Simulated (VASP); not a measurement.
# AgCl in VASP: further runs, part 2 of 2

VASP 6.6.1. Earlier steps stand in the parts before.

**3. Vibrations by perturbation theory, PBE**

Contents of INCAR:

```
ALGO = Normal ; EDIFF = 1E-8
ENCUT = 520 ; GGA = PE
IBRION = 8 ; ISIF = 2
ISMEAR = 0 ; LASPH = True
LCHARG = True ; LEPSILON = True
LREAL = False ; LWAVE = False
NELM = 80 ; NSW = 1
PREC = Accurate ; SIGMA = 0.01
```

Contents of KPOINTS:

```
k-points
0
Gamma
  10 10 10
```

Contents of POSCAR:

```
AgCl
1.0
   -2.1421826771      2.1421826771      3.0299843008
    2.1421826771     -2.1421826771      3.0299843008
    2.1421826771      2.1421826771     -3.0299843008
Ag Cl
1 1
Direct
    0.0000000000      0.0000000000      0.0000000000
    0.2500000000      0.7500000000      0.5000000000
```

Potentials or basis: VASP PAW PBE potentials, release 64 (Ag, Cl).

Run with:

```console
$ cat potpaw_PBE.64/Ag/POTCAR potpaw_PBE.64/Cl/POTCAR > POTCAR
$ mpirun -np 1 vasp_std > vasp.out
```

OUTCAR:

```text
EDIFF = 1E-8
   ENCUT = 520
   GGA = PE
   IBRION = 8
   ISIF = 2
   ISMEAR = 0
   LASPH = True
   LEPSILON = True
   LREAL = False
   NELM = 80
   NSW = 1
   PREC = Accurate

 ion  position               nearest neighbor table
   1  0.000  0.000  0.000-   2 2.62   2 2.62   2 2.62   2 2.62
   2  0.250  0.750  0.500-   1 2.62   1 2.62   1 2.62   1 2.62

  LATTYP: Found a body centered tetragonal cell.
 ALAT       =     4.2843653542
 C/A-ratio  =     1.4144378690

  Lattice vectors:

 A1 = (  -2.1421826771,   2.1421826771,   3.0299843008)
 A2 = (   2.1421826771,  -2.1421826771,   3.0299843008)
 A3 = (   2.1421826771,   2.1421826771,  -3.0299843008)

Analysis of symmetry for initial positions (statically):
=====================================================================
 Subroutine PRICEL returns:
 Original cell was already a primitive cell.

 Routine SETGRP: Setting up the symmetry group for a
 body centered tetragonal supercell.

 Subroutine GETGRP returns: Found  8 space group operations
 (whereof  8 operations were pure point group operations)
 out of a pool of 16 trial point group operations.

The static configuration has the point symmetry D_2d.

Analysis of symmetry for dynamics (positions and initial velocities):
=====================================================================
 Subroutine PRICEL returns:
 Original cell was already a primitive cell.

 Routine SETGRP: Setting up the symmetry group for a
 body centered tetragonal supercell.

[... 652 lines left out ...]
 PIEZOELECTRIC TENSOR (including local field effects)  for field in x, y, z        (C/m^2)
          XX          YY          ZZ          XY          YZ          ZX
  --------------------------------------------------------------------------------
  x     0.00000     0.00000     0.00000     0.00000     0.00000    -0.34791
  y     0.00000    -0.00000     0.00000     0.00000     0.34791     0.00000
  z    -0.34788     0.34788     0.00000     0.00000     0.00000     0.00000

 BORN EFFECTIVE CHARGES (including local field effects) (in |e|, cummulative output)
 ---------------------------------------------------------------------------------
 ion    1
    1     1.27170     0.00000    -0.00000
    2     0.00000     1.27170    -0.00000
    3     0.00000     0.00000     1.27189
 ion    2
    1    -1.27170     0.00000     0.00000
    2     0.00000    -1.27170     0.00000
    3     0.00000    -0.00000    -1.27189

 INTERNAL STRAIN TENSOR FOR ION    2 for displacements in x,y,z  (eV/Angst):
          X           Y           Z          XY          YZ          ZX
  --------------------------------------------------------------------------------
  x     0.00000     0.00000     0.00000     0.00000     0.00000    -2.60135
  y     0.00000     0.00000     0.00000     0.00000     2.73233     0.00000
  z    -2.66875     2.66875     0.00000     0.00000     0.00000     0.00000

 SECOND DERIVATIVES (NOT SYMMETRIZED)
 ------------------------------------
               1X          1Y          1Z          2X          2Y          2Z
  1X    -1.371193    0.000000    0.000000    1.371193    0.000000    0.000000
  1Y     0.000000   -1.371193    0.000000    0.000000    1.371193    0.000000
  1Z     0.000000    0.000000   -1.372508    0.000000    0.000000    1.372508
  2X     1.378368    0.000000    0.000000   -1.378368    0.000000    0.000000
  2Y     0.000000    1.378368    0.000000    0.000000   -1.378368    0.000000
  2Z     0.000000    0.000000    1.378949    0.000000    0.000000   -1.378949

 Eigenvectors and eigenvalues of the dynamical matrix
 ----------------------------------------------------

   1 f  =    3.551862 THz    22.317008 2PiTHz  118.477369 cm-1    14.689315 meV
             X         Y         Z           dx          dy          dz
      0.000000  0.000000  0.000000     0.000000    0.000000   -0.496485
      2.142183  0.000000  1.514992     0.000000    0.000000    0.868045
[... 21 lines left out ...]
   6 f/i=    0.003993 THz     0.025089 2PiTHz    0.133196 cm-1     0.016514 meV
             X         Y         Z           dx          dy          dz
      0.000000  0.000000  0.000000     0.000000   -0.868103    0.000000
      2.142183  0.000000  1.514992     0.000000   -0.496385    0.000000

--------------------------------------------------------------------------------------------------------

 MACROSCOPIC STATIC DIELECTRIC TENSOR IONIC CONTRIBUTION
 ------------------------------------------------------
           3.827276     0.000000    -0.000000
           0.000000     3.827276    -0.000000
          -0.000000    -0.000000     3.825766
 ------------------------------------------------------

 ELASTIC MODULI CONTR FROM IONIC RELAXATION (kBar)
 Direction    XX          YY          ZZ          XY          YZ          ZX
 --------------------------------------------------------------------------------
 XX        -158.7294    158.7294      0.0000      0.0000      0.0000      0.0000
 YY         158.7294   -158.7294      0.0000      0.0000      0.0000      0.0000
 ZZ           0.0000      0.0000      0.0000      0.0000      0.0000      0.0000
 XY           0.0000      0.0000      0.0000      0.0000      0.0000      0.0000
 YZ           0.0000      0.0000      0.0000      0.0000   -161.4769      0.0000
 ZX           0.0000      0.0000      0.0000      0.0000      0.0000   -158.2272
 --------------------------------------------------------------------------------

 PIEZOELECTRIC TENSOR IONIC CONTR  for field in x, y, z        (C/m^2)
          XX          YY          ZZ          XY          YZ          ZX
  --------------------------------------------------------------------------------
  x    -0.00000     0.00000     0.00000     0.00000     0.00000     0.73225
  y    -0.00000     0.00000     0.00000     0.00000    -0.73973     0.00000
  z     0.73326    -0.73326     0.00000     0.00000    -0.00000     0.00000
```

OSZICAR:

```text
N       E                     dE             d eps       ncg     rms          rms(c)
DAV:   1     0.104666113977E+03    0.10467E+03   -0.84663E+03  2676   0.120E+03
DAV:   2    -0.461732557945E+00   -0.10513E+03   -0.99231E+02  3147   0.249E+02
DAV:   3    -0.559682574143E+01   -0.51351E+01   -0.51128E+01  3127   0.587E+01
DAV:   4    -0.564707160078E+01   -0.50246E-01   -0.50238E-01  3032   0.649E+00
[... 191 lines left out ...]
RMM:   9    -0.194671814994E+00    0.17771E-05   -0.46036E-09  7084   0.253E-04    0.490E-05
RMM:  10    -0.194672369187E+00   -0.55419E-06   -0.61918E-09  7096   0.745E-05    0.160E-05
RMM:  11    -0.194672531765E+00   -0.16258E-06    0.71684E-09  7207   0.350E-05    0.552E-06
RMM:  12    -0.194672465458E+00    0.66307E-07    0.42908E-08  7103   0.149E-05    0.108E-06
RMM:  13    -0.194672464621E+00    0.83745E-09   -0.23764E-08  6002   0.883E-06    0.162E-07
 Linear response finished
```

Run time: 8.5 min. Hardware: 1 thread of Intel Xeon 6975P-C (Granite Rapids), shared host; peak memory 0.61 GiB.

Results:

* Electronic dielectric tensor (diagonal): 3.76
* Born charges (mean of the diagonal): Ag +1.27; Cl -1.27 e
* Highest phonon frequency at Γ, LO-TO splitting left out: 118 cm⁻¹

Phonon frequencies in cm⁻¹ (negative: imaginary):
| q point | frequencies |
| --- | --- |
| (0.000, 0.000, 0.000) | 0 0 0 118 118 118 |

Electronic dielectric tensor:
```
3.76 0.00 0.00
0.00 3.76 0.00
0.00 0.00 3.76
```

Born effective charge tensors (e):
atom 1, Ag
```
1.27 0.00 0.00
0.00 1.27 0.00
0.00 0.00 1.27
```
atom 2, Cl
```
-1.27  0.00  0.00
 0.00 -1.27  0.00
 0.00  0.00 -1.27
```
